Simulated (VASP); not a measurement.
Wanted: the native input for a VASP 6.6.1 run.

| Item | Value |
| --- | --- |
| Task | single point |
| Functional | PBE |
| Potentials or basis | VASP PAW PBE potentials, release 64 (Zn) |
| Cutoff | 520 eV |
| k mesh | 16 × 16 × 10 |
| Occupations | gaussian, width 0.1 eV |
| Spin | no spin polarisation |
| Dipole correction | no |
| Further INCAR settings | ALGO = Fast; EDIFF = 1e-06; NBANDS = 19 |

The structure of Zn lies in POSCAR:

```
Zn
1.0
    1.9644034986      1.9644034986      0.0000000000
   -1.9644034986      1.9644034986      0.0000000000
    0.0000000000      0.0000000000      3.9288069971
Zn
2
Direct
    0.0000000000      0.0000000000      0.0000000000
    0.5000000000      0.5000000000      0.5000000000
```

This isn't the form of Zn at room conditions, which is hcp.

The input as run:

INCAR

```
SYSTEM = Zn
PREC = Accurate
ENCUT = 520
EDIFF = 1E-6
ISMEAR = 0
SIGMA = 0.1
LREAL = .FALSE.
LASPH = .TRUE.
NELM = 60
ALGO = Fast
ISIF = 2
LWAVE = .FALSE.
LCHARG = .TRUE.
GGA = PE
LELF = .TRUE.
LVHAR = .TRUE.
NBANDS = 19
```

KPOINTS

```
regular mesh
0
G
  16 16 10
  0 0 0
```

Potentials or basis: VASP PAW PBE potentials, release 64 (Zn).

Command:

```console
$ cat potpaw_PBE.64/Zn/POTCAR > POTCAR
$ mpirun -np 1 vasp_std > vasp.out
```

It gave:

The pressure is -0.1 GPa and the band gap on the k mesh is zero (bands 12 and 13 overlap by 3.63 eV).

Run time: 3.5 min on 1 thread of AMD EPYC 7R13 (shared host), peak memory 0.21 GiB.
